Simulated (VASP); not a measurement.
# Cd (R-3m) in VASP: notebook

Cd is run at these levels: r2SCAN; tasks: single point.

Program: VASP 6.6.1. These are calculated values, not measurements. Logs are shortened: lines on timing, memory, paths and dates and some standing lists are left out, and cuts for length are marked.

### Step 1. The cell of the first run

It takes space group R-3m (No. 166, trigonal). The conventional cell has a = 3.260 Å, b = 3.260 Å, c = 7.153 Å, α = 90.00°, β = 90.00°, γ = 120.00°. Cd (site symmetry -3m) has 12 Cd at 3.04 to 3.26 Å within 4.0 Å.

### Step 2. Single point, r2SCAN

File POSCAR:

```
Cd
1.0
    1.6300139210      0.9410889761      2.3842871356
   -1.6300139210      0.9410889761      2.3842871356
    0.0000000000     -1.8821779522      2.3842871356
Cd
1
Direct
    0.0000000000      0.0000000000      0.0000000000
```

File INCAR.step1:

```
SYSTEM = Cd
PREC = Accurate
ENCUT = 520
ISMEAR = 0
SIGMA = 0.1
LREAL = .FALSE.
LASPH = .TRUE.
NELM = 100
NBANDS = 12
GGA = PE
ALGO = Normal
EDIFF = 1E-4
LWAVE = .TRUE.
LCHARG = .FALSE.
```

File INCAR.step2:

```
SYSTEM = Cd
PREC = Accurate
ENCUT = 520
EDIFF = 1E-6
ISMEAR = 0
SIGMA = 0.1
LREAL = .FALSE.
LASPH = .TRUE.
NELM = 100
ALGO = Normal
ISIF = 2
LWAVE = .FALSE.
LCHARG = .FALSE.
METAGGA = R2SCAN
LMIXTAU = .TRUE.
NBANDS = 12
ISTART = 1
```

File KPOINTS:

```
regular mesh
0
G
  21 21 21
  0 0 0
```

Potentials or basis: VASP PAW PBE potentials, release 64 (Cd).

On the command line:

```bash
> cat potpaw_PBE.64/Cd/POTCAR > POTCAR
> cp INCAR.step1 INCAR
> mpirun -np 1 vasp_std > vasp.out
> cp INCAR.step2 INCAR
> mpirun -np 1 vasp_std > vasp.out
```

OUTCAR:

```text
SYSTEM = Cd
   PREC = Accurate
   ENCUT = 520
   EDIFF = 1E-6
   ISMEAR = 0
   LREAL = .FALSE.
   LASPH = .TRUE.
   NELM = 100
   ISIF = 2
   METAGGA = R2SCAN
   ISTART = 1

 ion  position               nearest neighbor table
   1  0.000  0.000  0.000-

  LATTYP: Found a trigonal (rhomboedric) cell.
 ALAT       =     3.0376667014
 COS(alpha) =     0.4241194887

  Lattice vectors:

 A1 = (   1.6300139210,   0.9410889761,   2.3842871356)
 A2 = (  -1.6300139210,   0.9410889761,   2.3842871356)
 A3 = (   0.0000000000,  -1.8821779522,   2.3842871356)

Analysis of symmetry for initial positions (statically):
=====================================================================
 Subroutine PRICEL returns:
 Original cell was already a primitive cell.

 Routine SETGRP: Setting up the symmetry group for a
 trigonal (rhombohedral) supercell.

 Subroutine GETGRP returns: Found 12 space group operations
 (whereof 12 operations were pure point group operations)
 out of a pool of 12 trial point group operations.

The static configuration has the point symmetry D_3d.

Analysis of symmetry for dynamics (positions and initial velocities):
=====================================================================
 Subroutine PRICEL returns:
 Original cell was already a primitive cell.

 Routine SETGRP: Setting up the symmetry group for a
 trigonal (rhombohedral) supercell.

 Subroutine GETGRP returns: Found 12 space group operations
 (whereof 12 operations were pure point group operations)
 out of a pool of 12 trial point group operations.

The dynamic configuration has the point symmetry D_3d.

 Subroutine INISYM returns: Found 12 space group operations
 (whereof 12 operations are pure point group operations),
 and found     1 'primitive' translations

----------------------------------------------------------------------------------------

                                     Primitive cell

  volume of cell :      21.9448

  direct lattice vectors                    reciprocal lattice vectors
     1.630013921  0.941088976  2.384287136     0.306745846  0.177099797  0.139804191
    -1.630013921  0.941088976  2.384287136    -0.306745846  0.177099797  0.139804191
     0.000000000 -1.882177952  2.384287136     0.000000000 -0.354199594  0.139804191

  length of vectors
     3.037666701  3.037666701  3.037666701     0.380792022  0.380792022  0.380792022

  position of ions in fractional coordinates (direct lattice)
     0.000000000  0.000000000  0.000000000

  ion indices of the primitive-cell ions
   primitive index   ion index
                 1           1

----------------------------------------------------------------------------------------

 KPOINTS: regular mesh

Automatic generation of k-mesh.
 Grid dimensions read from file:
 generate k-points for:   21   21   21

 Generating k-lattice:

  Cartesian coordinates                     Fractional coordinates (reciprocal lattice)
     0.014606945  0.008433324  0.006657342     0.047619048 -0.000000000 -0.000000000
    -0.014606945  0.008433324  0.006657342    -0.000000000  0.047619048 -0.000000000
     0.000000000 -0.016866647  0.006657342    -0.000000000 -0.000000000  0.047619048

  Length of vectors
     0.018132953  0.018132953  0.018132953

  Shift w.r.t. Gamma in fractional coordinates (k-lattice)
     0.000000000  0.000000000  0.000000000

 Subroutine IBZKPT returns following result:
 ===========================================

 Found    891 irreducible k-points:

 Following reciprocal coordinates:
            Coordinates               Weight
  0.000000  0.000000  0.000000      1.000000
  0.047619 -0.000000 -0.000000      6.000000
  0.095238 -0.000000 -0.000000      6.000000
  0.142857 -0.000000  0.000000      6.000000
  0.190476 -0.000000 -0.000000      6.000000
  0.238095  0.000000  0.000000      6.000000
[... 16 lines left out ...]
 -0.428571  0.047619  0.000000     12.000000
 -0.380952  0.047619  0.000000     12.000000
 [... further k-points ...]
   k-points           NKPTS =    891   k-points in BZ     NKDIM =    891   number of bands    NBANDS=     12
   number of dos      NEDOS =    301   number of ions     NIONS =      1
   total plane-waves  NPLWV =  13824
   dimension x,y,z NGX =    24 NGY =   24 NGZ =   24
   dimension x,y,z NGXF=    48 NGYF=   48 NGZF=   48
   ions per type =               1
   NGX,Y,Z   is equivalent  to a cutoff of  13.13, 13.13, 13.13 a.u.
   NGXF,Y,Z  is equivalent  to a cutoff of  26.27, 26.27, 26.27 a.u.
 SYSTEM =  Cd
   PREC   = accura    normal or accurate (medium, high low for compatibility)
   ISTART =      1    job   : 0-new  1-cont  2-samecut
   ICHARG =      0    charge: 1-file 2-atom 10-const
   ISPIN  =      1    spin polarized calculation?
   LNONCOLLINEAR =      F non collinear calculations
   LSORBIT =      F    spin-orbit coupling
   LASPH  =      T    aspherical Exc in radial PAW
   ENCUT  =  520.0 eV  38.22 Ry    6.18 a.u.   5.65  5.65  5.65*2*pi/ulx,y,z
   NELM   =    100;   NELMIN=  2; NELMDL=  0     # of ELM steps
   EDIFF  = 0.1E-05   stopping-criterion for ELM
   LREAL  =      F    real-space projection
   EDIFFG = 0.1E-04   stopping-criterion for IOM
   NSW    =      0    number of steps for IOM
   IBRION =     -1    ionic relax: 0-MD 1-quasi-New 2-CG
   NFREE  =      0    steps in history (QN), initial steepest desc. (CG)
   ISIF   =      2    stress and relaxation
   ISYM   =      2    0-nonsym 1-usesym 2-fastsym
   POTIM  = 0.5000    time-step for ionic-motion
   TEBEG  =    0.0;   TEEND  =   0.0 temperature during run
   PSTRESS=    0.0 pullay stress
   NELECT =      12.0000    total number of electrons
   NUPDOWN=      -1.0000    fix difference up-down
   EMIN   =  10.00;   EMAX   =-10.00  energy-range for DOS
   EFERMI =   0.00;   METHOD = LEGACY
   ISMEAR =     0;   SIGMA  =   0.10  broadening in eV -4-tet -1-fermi 0-gaus
   EFERMI_NEDOS =   21; number of points for ismear=-14 and -15
   IALGO  =     38    algorithm
   IMIX   =      4    mixing-type and parameters
     AMIX     =   0.40;   BMIX     =  1.00
     AMIX_MAG =   1.60;   BMIX_MAG =  1.00
  volume/ion in A,a.u.               =      21.94       148.09
  Fermi-wavevector in a.u.,A,eV,Ry     =   1.338725  2.529823 24.384145  1.792184
  Thomas-Fermi vector in A             =   2.467173
   LORBIT       =      0    0 simple, 1 ext, 2 COOP (PROOUT), +10 PAW based schemes
   METAGGA = R2SCAN    functional components
   LHFCALC =     F    Hartree Fock is set to
   AEXX    =    0.0000 exact exchange contribution
   IVDW    =     0    specifies the selected vdW correction
   LEPSILON=     F    determine dielectric tensor
   LRPA    =     F    only Hartree local field effects (RPA)
 non-spin polarized calculation
 Gauss-broadening in eV      SIGMA  =   0.10
  energy-cutoff  :      520.00
  volume of cell :       21.94
 maximum number of plane-waves:       603
   NGX = 11   NGY = 11   NGZ = 11

 number of electron      12.0000001 magnetization

 Free energy of the ion-electron system (eV)
  ---------------------------------------------------
  ext. energy  EPLUGINS =         0.00000000
  ---------------------------------------------------
  free energy    TOTEN  =       -20.08059961 eV

  energy without entropy =      -20.07916165  energy(sigma->0) =      -20.07988063

 E-fermi :   2.7459     XC(G=0): -11.7173

 val. band max:        2.7404307541   @ k =  -0.2381   0.4762   0.1429
 cond. band min:       2.7919210425   @ k =  -0.4286   0.2857   0.0000
 fundamental gap:      0.0514902883
 Fermi energy:         2.7458665552

 k-point     1 :       0.0000    0.0000    0.0000
  band No.  band energies     occupation
      1      -6.9915      2.00000
      2      -6.9915      2.00000
      3      -6.6447      2.00000
      4      -6.3180      2.00000
      5      -6.3180      2.00000
      6      -6.2746      2.00000
      7      16.4970      0.00000
      8      17.1759      0.00000
      9      17.1759      0.00000
     10      20.6813      0.00000
     11      20.6813      0.00000
     12      22.0254      0.00000

 k-point     2 :       0.0476   -0.0000   -0.0000
  band No.  band energies     occupation
      1      -6.9889      2.00000
      2      -6.9869      2.00000
      3      -6.6361      2.00000
      4      -6.3199      2.00000
      5      -6.3198      2.00000
      6      -6.2203      2.00000
      7      16.0284      0.00000
      8      16.7888      0.00000
      9      17.1211      0.00000
     10      20.8134      0.00000
     11      21.0358      0.00000
     12      22.0095      0.00000

 k-point     3 :       0.0952   -0.0000   -0.0000
  band No.  band energies     occupation
      1      -6.9913      2.00000
      2      -6.9748      2.00000
      3      -6.6095      2.00000
      4      -6.3240      2.00000
      5      -6.3239      2.00000
      6      -6.0484      2.00000
      7      14.4584      0.00000
      8      16.6985      0.00000
      9      16.9791      0.00000
     10      21.0589      0.00000
     11      21.1809      0.00000
     12      21.9865      0.00000
[... 286 lines left out ...]
 k-point    23 :      -0.4286    0.0476    0.0000
  band No.  band energies     occupation
      1      -7.3260      2.00000
      2      -7.0176      2.00000
      3      -6.5732      2.00000
      4      -6.1459      2.00000
      5      -5.9565      2.00000
      6      -0.8569      2.00000
      7       2.3097      2.00000
      8      14.8471      0.00000
      9      16.0589      0.00000
     10      18.3119      0.00000
     11      19.9746      0.00000
     12      21.2257      0.00000

 k-point    24 :      -0.3810    0.0476    0.0000
  band No.  band energies     occupation
      1      -7.2932      2.00000
      2      -7.0016      2.00000
      3      -6.5636      2.00000
      4      -6.1684      2.00000
      5      -6.0122      2.00000
      6      -1.9281      2.00000
      7       3.7376      0.00000
      8      14.6856      0.00000
      9      16.3327      0.00000
     10      18.6357      0.00000
     11      20.0388      0.00000
     12      21.5758      0.00000

 [... further k-points ...]
[... 5 lines left out ...]
  --------------------------------------------------------------------------------------
  -------------------------------------------------------------------------------------
  Total        0.0422179      0.0422179      0.0538657      0.0000000      0.0000000      0.0000000
  in kB        3.0823006      3.0823006      3.9327055      0.0000000      0.0000000      0.0000000
  external PRESSURE =       3.3657689 kB  Pullay stress =       0.0000000 kB

 VOLUME and BASIS-vectors are now :
 -----------------------------------------------------------------------------
  energy-cutoff  :      520.00
  volume of cell :       21.94
      direct lattice vectors                 reciprocal lattice vectors
     1.630013921  0.941088976  2.384287136     0.306745846  0.177099797  0.139804191
    -1.630013921  0.941088976  2.384287136    -0.306745846  0.177099797  0.139804191
     0.000000000 -1.882177952  2.384287136     0.000000000 -0.354199594  0.139804191

 POSITION                                       TOTAL-FORCE (eV/Angst)
 -----------------------------------------------------------------------------------
      0.00000      0.00000      0.00000         0.000000     -0.000000      0.000000
 -----------------------------------------------------------------------------------
    total drift:                               -0.000000     -0.000000     -0.000000

  FREE ENERGIE OF THE ION-ELECTRON SYSTEM (eV)
  ---------------------------------------------------
  free  energy   TOTEN  =       -20.0805996110 eV

  energy  without entropy=      -20.0791616505  energy(sigma->0) =      -20.07988063
```

Wall time 9.9 min (1 thread of AMD EPYC 7R43 (Zen 3), shared host); peak memory 0.29 GiB.

What came out:

* Free energy: -20.0806 eV
* Pressure: 0.3 GPa
* Band gap on the k mesh: zero (band 6 reaches 4.39 eV, above the bottom of band 7 at 1.03 eV)

Stress tensor (GPa, compression positive):
```
0.31 0.00 0.00
0.00 0.31 0.00
0.00 0.00 0.39
```

Caveat: the PAW data sets were made with another functional, which shifts forces and pressure a little.

### Step 3. Single point, r2SCAN

This run uses another cell than the first one, of 22.37 Å³/atom, 1.020 times its volume.

File POSCAR:

```
Cd
1.0
    2.3901042665      1.3799273416      1.1306771811
   -2.3901042665      1.3799273416      1.1306771811
    0.0000000000     -2.7598546833      1.1306771811
Cd
1
Direct
    0.5000000000      0.5000000000      0.5000000000
```

INCAR.step1, as its differences from that of step 2:

```diff
@@ -7,3 +7,3 @@
 LASPH = .TRUE.
-NELM = 100
+NELM = 60
 NBANDS = 12
```

INCAR.step2, as its differences from that of step 2:

```diff
@@ -8,3 +8,3 @@
 LASPH = .TRUE.
-NELM = 100
+NELM = 60
 ALGO = Normal
```

File KPOINTS:

```
Automatic mesh
0
G
  21 21 21
  0 0 0
```

Potentials or basis: VASP PAW PBE potentials, release 64 (Cd).

On the command line:

```bash
> cat potpaw_PBE.64/Cd/POTCAR > POTCAR
> cp INCAR.step1 INCAR
> mpirun -np 1 vasp_std > vasp.out
> cp INCAR.step2 INCAR
> mpirun -np 1 vasp_std > vasp.out
```

It took 9.3 min on 1 thread of Oxide Virtual Turin-like, shared host; peak memory 0.3 GiB.

The run converged. Its results:

* Free energy: -20.0227 eV
* Pressure: 0.3 GPa
* Band gap on the k mesh: zero (band 6 reaches 5.95 eV, above the bottom of band 7 at 0.99 eV)

Stress tensor (GPa, compression positive):
```
0.38 0.00 0.00
0.00 0.38 0.00
0.00 0.00 0.23
```

Levels at points of the mesh, in eV from the Fermi level:
```tsv
k point	band 3	band 4	band 5	band 6	band 7	band 8	band 9	band 10
(0.00, 0.00, 0.00)	-9.44	-9.02	-9.02	-8.97	14.22	14.22	14.52	17.84
```

Caveat: the PAW data sets were made with another functional, which shifts forces and pressure a little.
